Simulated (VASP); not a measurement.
# Al (P6_3/mmc) in VASP: further runs

The runs below take Al through single point, relaxation of cell and atoms, with PBE.

Program: VASP 6.6.1. These are calculated values, not measurements. Logs are shortened: lines on timing, memory, paths and dates and some standing lists are left out, and cuts for length are marked.

## (1) The cell of the first run

The structure is hexagonal, space group P6_3/mmc (No. 194). Conventional cell: a = 2.869 Å, b = 2.869 Å, c = 4.667 Å, α = 90.00°, β = 90.00°, γ = 120.00°. Within 3.8 Å of Al (site symmetry -6m2) lie 12 Al at 2.86 to 2.87 Å.

This isn't the form of Al at room conditions, which is fcc.

## (2) Single point, PBE

Contents of INCAR:

```
PREC = Accurate ; ENCUT = 520
EDIFF = 1E-7 ; ISMEAR = 0
SIGMA = 0.1 ; LREAL = False
LASPH = True ; NELM = 60
ALGO = Fast ; ISIF = 2
LWAVE = False ; LCHARG = False
GGA = PE ; NBANDS = 10
```

Contents of KPOINTS:

```
Automatic mesh
0
Gamma
  18 18 10
```

Contents of POSCAR:

```
Al
1.0
    2.8694187012     -0.0000002893      0.0000000000
   -1.4347091001      2.4849896339      0.0000000000
    0.0000000000      0.0000000000      4.6674655016
Al
2
Direct
    0.0000000000      0.0000000000      0.0000000000
    0.3333333333      0.6666666667      0.5000000000
```

Potentials or basis: VASP PAW PBE potentials, release 64 (Al).

Launch:

```console
cat potpaw_PBE.64/Al/POTCAR > POTCAR
mpirun -np 1 vasp_std > vasp.out
```

OUTCAR:

```text
PREC = Accurate
   ENCUT = 520
   EDIFF = 1E-7
   ISMEAR = 0
   LREAL = False
   LASPH = True
   NELM = 60
   ISIF = 2
   GGA = PE

 ion  position               nearest neighbor table
   1  0.000  0.000  0.000-   2 2.86   2 2.86   2 2.86   2 2.86   2 2.86   2 2.86
   2  0.333  0.667  0.500-   1 2.86   1 2.86   1 2.86   1 2.86   1 2.86   1 2.86

  LATTYP: Found a hexagonal cell.
 ALAT       =     2.8694187012
 C/A-ratio  =     1.6266240614

  Lattice vectors:

 A1 = (   2.8694187012,  -0.0000002893,   0.0000000000)
 A2 = (  -1.4347091001,   2.4849896339,   0.0000000000)
 A3 = (   0.0000000000,   0.0000000000,   4.6674655016)

Analysis of symmetry for initial positions (statically):
=====================================================================
 Subroutine PRICEL returns:
 Original cell was already a primitive cell.

 Routine SETGRP: Setting up the symmetry group for a
 hexagonal supercell.

 Subroutine GETGRP returns: Found 24 space group operations
 (whereof 12 operations were pure point group operations)
 out of a pool of 24 trial point group operations.

The static configuration has the point symmetry D_3h.
 The point group associated with its full space group is D_6h.

Analysis of symmetry for dynamics (positions and initial velocities):
=====================================================================
 Subroutine PRICEL returns:
 Original cell was already a primitive cell.

 Routine SETGRP: Setting up the symmetry group for a
 hexagonal supercell.

 Subroutine GETGRP returns: Found 24 space group operations
 (whereof 12 operations were pure point group operations)
 out of a pool of 24 trial point group operations.

The dynamic configuration has the point symmetry D_3h.
 The point group associated with its full space group is D_6h.

 Subroutine INISYM returns: Found 24 space group operations
 (whereof 12 operations are pure point group operations),
 and found     1 'primitive' translations

----------------------------------------------------------------------------------------

                                     Primitive cell

  volume of cell :      33.2812

  direct lattice vectors                    reciprocal lattice vectors
     2.869418701 -0.000000289  0.000000000     0.348502663  0.201208059  0.000000000
    -1.434709100  2.484989634  0.000000000     0.000000041  0.402416189  0.000000000
     0.000000000  0.000000000  4.667465502     0.000000000  0.000000000  0.214249039

  length of vectors
     2.869418701  2.869418701  4.667465502     0.402416189  0.402416189  0.214249039

  position of ions in fractional coordinates (direct lattice)
     0.000000000  0.000000000  0.000000000
     0.333333333  0.666666667  0.500000000

  ion indices of the primitive-cell ions
   primitive index   ion index
                 1           1
                 2           2

----------------------------------------------------------------------------------------

 KPOINTS: Automatic mesh

Automatic generation of k-mesh.
 Grid dimensions read from file:
 generate k-points for:   18   18   10

 Generating k-lattice:

  Cartesian coordinates                     Fractional coordinates (reciprocal lattice)
     0.019361259  0.011178226  0.000000000     0.055555556 -0.000000000  0.000000000
     0.000000002  0.022356455  0.000000000     0.000000000  0.055555556  0.000000000
     0.000000000  0.000000000  0.021424904     0.000000000  0.000000000  0.100000000

  Length of vectors
     0.022356455  0.022356455  0.021424904

  Shift w.r.t. Gamma in fractional coordinates (k-lattice)
     0.000000000  0.000000000  0.000000000

 Subroutine IBZKPT returns following result:
 ===========================================

 Found    222 irreducible k-points:

 Following reciprocal coordinates:
            Coordinates               Weight
  0.000000  0.000000  0.000000      1.000000
  0.055556 -0.000000  0.000000      6.000000
  0.111111 -0.000000  0.000000      6.000000
  0.166667 -0.000000  0.000000      6.000000
  0.222222 -0.000000  0.000000      6.000000
  0.277778 -0.000000  0.000000      6.000000
[... 16 lines left out ...]
  0.333333  0.111111  0.000000     12.000000
  0.388889  0.111111  0.000000     12.000000
 [... further k-points ...]
   k-points           NKPTS =    222   k-points in BZ     NKDIM =    222   number of bands    NBANDS=     10
   number of dos      NEDOS =    301   number of ions     NIONS =      2
   total plane-waves  NPLWV =  20736
   dimension x,y,z NGX =    24 NGY =   24 NGZ =   36
   dimension x,y,z NGXF=    48 NGYF=   48 NGZF=   72
   ions per type =               2
   NGX,Y,Z   is equivalent  to a cutoff of  13.90, 13.90, 12.82 a.u.
   NGXF,Y,Z  is equivalent  to a cutoff of  27.81, 27.81, 25.64 a.u.
 SYSTEM =  unknown system
   PREC   = accura    normal or accurate (medium, high low for compatibility)
   ISTART =      0    job   : 0-new  1-cont  2-samecut
   ICHARG =      2    charge: 1-file 2-atom 10-const
   ISPIN  =      1    spin polarized calculation?
   LNONCOLLINEAR =      F non collinear calculations
   LSORBIT =      F    spin-orbit coupling
   LASPH  =      T    aspherical Exc in radial PAW
   ENCUT  =  520.0 eV  38.22 Ry    6.18 a.u.   5.34  5.34  8.68*2*pi/ulx,y,z
   NELM   =     60;   NELMIN=  2; NELMDL= -5     # of ELM steps
   EDIFF  = 0.1E-06   stopping-criterion for ELM
   LREAL  =      F    real-space projection
   EDIFFG = 0.1E-05   stopping-criterion for IOM
   NSW    =      0    number of steps for IOM
   IBRION =     -1    ionic relax: 0-MD 1-quasi-New 2-CG
   NFREE  =      0    steps in history (QN), initial steepest desc. (CG)
   ISIF   =      2    stress and relaxation
   ISYM   =      2    0-nonsym 1-usesym 2-fastsym
   POTIM  = 0.5000    time-step for ionic-motion
   TEBEG  =    0.0;   TEEND  =   0.0 temperature during run
   PSTRESS=    0.0 pullay stress
   NELECT =       6.0000    total number of electrons
   NUPDOWN=      -1.0000    fix difference up-down
   EMIN   =  10.00;   EMAX   =-10.00  energy-range for DOS
   EFERMI =   0.00;   METHOD = LEGACY
   ISMEAR =     0;   SIGMA  =   0.10  broadening in eV -4-tet -1-fermi 0-gaus
   EFERMI_NEDOS =   21; number of points for ismear=-14 and -15
   IALGO  =     68    algorithm
   IMIX   =      4    mixing-type and parameters
     AMIX     =   0.40;   BMIX     =  1.00
     AMIX_MAG =   1.60;   BMIX_MAG =  1.00
  volume/ion in A,a.u.               =      16.64       112.30
  Fermi-wavevector in a.u.,A,eV,Ry     =   0.924823  1.747662 11.637035  0.855298
  Thomas-Fermi vector in A             =   2.050611
   LORBIT       =      0    0 simple, 1 ext, 2 COOP (PROOUT), +10 PAW based schemes
   GGA     = PE    functional components
   LHFCALC =     F    Hartree Fock is set to
   AEXX    =    0.0000 exact exchange contribution
   IVDW    =     0    specifies the selected vdW correction
   LEPSILON=     F    determine dielectric tensor
   LRPA    =     F    only Hartree local field effects (RPA)
 non-spin polarized calculation
 RMM-DIIS sequential band-by-band and
 Gauss-broadening in eV      SIGMA  =   0.10
  energy-cutoff  :      520.00
  volume of cell :       33.28
 maximum number of plane-waves:       917
 NGX is ok and might be reduce to    24

 number of electron       6.0000000 magnetization

 Free energy of the ion-electron system (eV)
  ---------------------------------------------------
  ext. energy  EPLUGINS =         0.00000000
  ---------------------------------------------------
  free energy    TOTEN  =        -7.42506358 eV

  energy without entropy =       -7.41960455  energy(sigma->0) =       -7.42233407

 E-fermi :   7.9189     XC(G=0): -10.1676

 val. band max:        7.9147946212   @ k =   0.3889   0.1667   0.2000
 cond. band min:       7.9194074455   @ k =   0.2778   0.1111   0.3000
 fundamental gap:      0.0046128242
 Fermi energy:         7.9189246425

 k-point     1 :       0.0000    0.0000    0.0000
  band No.  band energies     occupation
      1      -3.1665      2.00000
      2       3.3764      2.00000
      3       3.5875      2.00000
      4      18.3440      0.00000
      5      18.3440      0.00000
      6      18.7966      0.00000
      7      18.7966      0.00000
      8      20.0163      0.00000
      9      21.7710      0.00000
     10      22.2220      0.00000

 k-point     2 :       0.0556   -0.0000    0.0000
  band No.  band energies     occupation
      1      -3.0926      2.00000
      2       3.4450      2.00000
      3       3.6599      2.00000
      4      16.8350      0.00000
      5      17.4629      0.00000
      6      18.6648      0.00000
      7      19.8057      0.00000
      8      20.6823      0.00000
      9      22.0414      0.00000
     10      22.3253      0.00000

 k-point     3 :       0.1111   -0.0000    0.0000
  band No.  band energies     occupation
      1      -2.8709      2.00000
      2       3.6509      2.00000
      3       3.8762      2.00000
      4      14.7947      0.00000
      5      16.5177      0.00000
      6      17.9060      0.00000
      7      20.4778      0.00000
      8      20.6297      0.00000
      9      21.1251      0.00000
     10      21.7391      0.00000

 k-point     4 :       0.1667   -0.0000    0.0000
  band No.  band energies     occupation
      1      -2.5023      2.00000
      2       3.9941      2.00000
      3       4.2338      2.00000
      4      12.7658      0.00000
      5      15.6943      0.00000
      6      17.0193      0.00000
      7      18.7323      0.00000
      8      18.9876      0.00000
      9      21.2402      0.00000
     10      21.9550      0.00000
[... 222 lines left out ...]
 k-point    22 :       0.2778    0.1111    0.0000
  band No.  band energies     occupation
      1      -0.3112      2.00000
      2       6.0489      2.00000
      3       6.1539      2.00000
      4       7.6420      1.99991
      5      11.0860      0.00000
      6      13.5063      0.00000
      7      14.0190      0.00000
      8      17.4192      0.00000
      9      17.4953      0.00000
     10      18.6593      0.00000

 k-point    23 :       0.3333    0.1111    0.0000
  band No.  band energies     occupation
      1       0.6272      2.00000
      2       5.6096      2.00000
      3       6.9321      2.00000
      4       7.4711      2.00000
      5      10.6680      0.00000
      6      11.9611      0.00000
      7      12.6340      0.00000
      8      17.0498      0.00000
      9      17.1934      0.00000
     10      18.3482      0.00000

 k-point    24 :       0.3889    0.1111    0.0000
  band No.  band energies     occupation
      1       1.6999      2.00000
      2       4.2367      2.00000
      3       7.9271      0.90826
      4       8.3545      0.00000
      5      10.1892      0.00000
      6      10.5642      0.00000
      7      11.5782      0.00000
      8      16.8307      0.00000
      9      17.0112      0.00000
     10      18.1585      0.00000

 [... further k-points ...]

------------------------ aborting loop because EDIFF is reached ----------------------------------------

  FORCE on cell =-STRESS in cart. coord.  units (eV):
  Direction    XX          YY          ZZ          XY          YZ          ZX
  --------------------------------------------------------------------------------------
  -------------------------------------------------------------------------------------
  Total       -0.0081132     -0.0081132     -0.0019817      0.0000000      0.0000000      0.0000000
  in kB       -0.3905759     -0.3905759     -0.0954022      0.0000000      0.0000000      0.0000000
  external PRESSURE =      -0.2921846 kB  Pullay stress =       0.0000000 kB

 VOLUME and BASIS-vectors are now :
 -----------------------------------------------------------------------------
  energy-cutoff  :      520.00
  volume of cell :       33.28
      direct lattice vectors                 reciprocal lattice vectors
     2.869418701 -0.000000289  0.000000000     0.348502663  0.201208059  0.000000000
    -1.434709100  2.484989634  0.000000000     0.000000041  0.402416189  0.000000000
     0.000000000  0.000000000  4.667465502     0.000000000  0.000000000  0.214249039

 POSITION                                       TOTAL-FORCE (eV/Angst)
 -----------------------------------------------------------------------------------
      0.00000      0.00000      0.00000        -0.000000     -0.000000      0.000000
      0.00000      1.65666      2.33373         0.000000      0.000000      0.000000
 -----------------------------------------------------------------------------------
    total drift:                               -0.000000      0.000000      0.000000

  FREE ENERGIE OF THE ION-ELECTRON SYSTEM (eV)
  ---------------------------------------------------
  free  energy   TOTEN  =        -7.4250635815 eV

  energy  without entropy=       -7.4196045500  energy(sigma->0) =       -7.42233407
```

Wall time 62 s (1 thread of AMD EPYC 7R13 (Zen 3), shared host); peak memory 0.16 GiB.

What came out:

```
Free energy            : -7.4251 eV
Pressure               : 0.0 GPa
Band gap on the k mesh : zero (bands 3 and 4 overlap by 7.37 eV)
```

## (3) Single point, PBE

This run uses another cell than the first one: it holds 8 atoms, not 2.

Contents of INCAR:

```
  PREC = Accurate
  ENCUT = 520
  EDIFF = 1E-6
  ISMEAR = 0
  SIGMA = 0.1
  LREAL = F
  LASPH = T
  NELM = 100
  ALGO = Fast
  ISIF = 2
  LWAVE = F
  LCHARG = F
  GGA = PE
  NBANDS = 22
```

Contents of KPOINTS:

```
Automatic mesh
0
Gamma
  18 18 3
```

Contents of POSCAR:

```
Al
1.0
    2.8623144459      0.0000000000      0.0000000000
   -1.4311572230      2.4788370238      0.0000000000
    0.0000000000      0.0000000000     18.6316900609
Al
8
Direct
    0.0000000000      0.0000000000      0.0000000000
    0.3333333333      0.6666666667      0.1243690918
    0.6666666667      0.3333333333      0.2500000000
    0.3333333333      0.6666666667      0.3756309082
    0.0000000000      0.0000000000      0.5000000000
    0.6666666667      0.3333333333      0.6243690918
    0.3333333333      0.6666666667      0.7500000000
    0.6666666667      0.3333333333      0.8756309082
```

Potentials or basis: VASP PAW PBE potentials, release 64 (Al).

Launch:

```console
cat potpaw_PBE.64/Al/POTCAR > POTCAR
mpirun -np 1 vasp_std > vasp.out
```

Run time: 3.4 min. Hardware: 1 thread of AMD EPYC 7R13 (Zen 3), shared host; peak memory 0.31 GiB.

It converged, with:

```
Free energy            : -29.9273 eV
Pressure               : 0.0 GPa
Band gap on the k mesh : zero (bands 12 and 13 overlap by 5.64 eV)
```

Levels at points of the mesh, in eV from the Fermi level:
```csv
k point,band 9,band 10,band 11,band 12,band 13,band 14,band 15,band 16
"(0.00, 0.00, 0.00)",-4.31,-0.81,-0.78,3.52,3.53,8.39,8.41,10.67
"(0.50, 0.00, 0.00)",-3.47,-3.42,-1.76,-1.74,-1.22,-1.16,0.98,1.20
```

(Continued in part 2 of 2.)
